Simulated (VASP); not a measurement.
Write the native input for VASP 6.6.1 that does the following.

```
Task                   : single point
Functional             : r2SCAN
Dispersion             : rVV10
Potentials or basis    : VASP PAW PBE potentials, release 64 (Pd_sv_GW)
Cutoff                 : 590 eV
k mesh                 : 12 × 12 × 12
Occupations            : fermi-dirac, width 0.05 eV
Spin                   : no spin polarisation
Dipole correction      : no
Second run             : valence_matched
Further INCAR settings : ALGO = Normal; EDIFF = 1e-06; NBANDS = 15
```

Pd:

```xyz
1
Lattice="0.0000 1.9594 1.9594 1.9594 0.0000 1.9594 1.9594 1.9594 0.0000" Properties=species:S:1:pos:R:3 pbc="T T T"
Pd    0.0000    0.0000    0.0000
```

One way to write it, as run:

POSCAR

```
Pd
1.0
    0.0000000000      1.9593911042      1.9593911042
    1.9593911042      0.0000000000      1.9593911042
    1.9593911042      1.9593911042      0.0000000000
Pd
1
Direct
    0.0000000000      0.0000000000      0.0000000000
```

INCAR.step1

```
  PREC = Accurate
  ENCUT = 590
  ISMEAR = -1
  SIGMA = 0.05
  LREAL = F
  LASPH = T
  NELM = 120
  NBANDS = 15
  GGA = PE
  ALGO = Normal
  EDIFF = 1E-5
  LWAVE = T
  LCHARG = F
  GGA_COMPAT = F
```

INCAR.step2

```
  PREC = Accurate
  ENCUT = 590
  EDIFF = 1E-6
  ISMEAR = -1
  SIGMA = 0.05
  LREAL = F
  LASPH = T
  NELM = 120
  ALGO = Normal
  ISIF = 2
  LWAVE = F
  LCHARG = F
  METAGGA = R2SCAN
  LMIXTAU = T
  LUSE_VDW = T
  IVDW_NL = 2
  BPARAM = 11.95
  CPARAM = 0.0093
  NBANDS = 15
  ISTART = 1
  GGA_COMPAT = F
```

KPOINTS

```
Automatic mesh
0
Gamma
  12 12 12
```

Potentials or basis: VASP PAW PBE potentials, release 64 (Pd_sv_GW).

Command:

```bash
$ cat potpaw_PBE.64/Pd_sv_GW/POTCAR > POTCAR
$ cp INCAR.step1 INCAR
$ mpirun -np 1 vasp_std > vasp.out
$ cp INCAR.step2 INCAR
$ mpirun -np 1 vasp_std > vasp.out
```

Results of the run:

```json
{"Pressure": "-5.3 GPa", "Band gap on the k mesh": "zero (band 9 reaches 8.23 eV, above the bottom of band 10 at 6.61 eV)"}
```

Caveat: the PAW data sets were made with another functional, which shifts forces and pressure a little.

Run time: 70 s on 1 thread of Intel(R) Xeon(R) Platinum 8375C CPU @ 2.90GHz (Ice Lake) (shared host), peak memory 0.23 GiB.
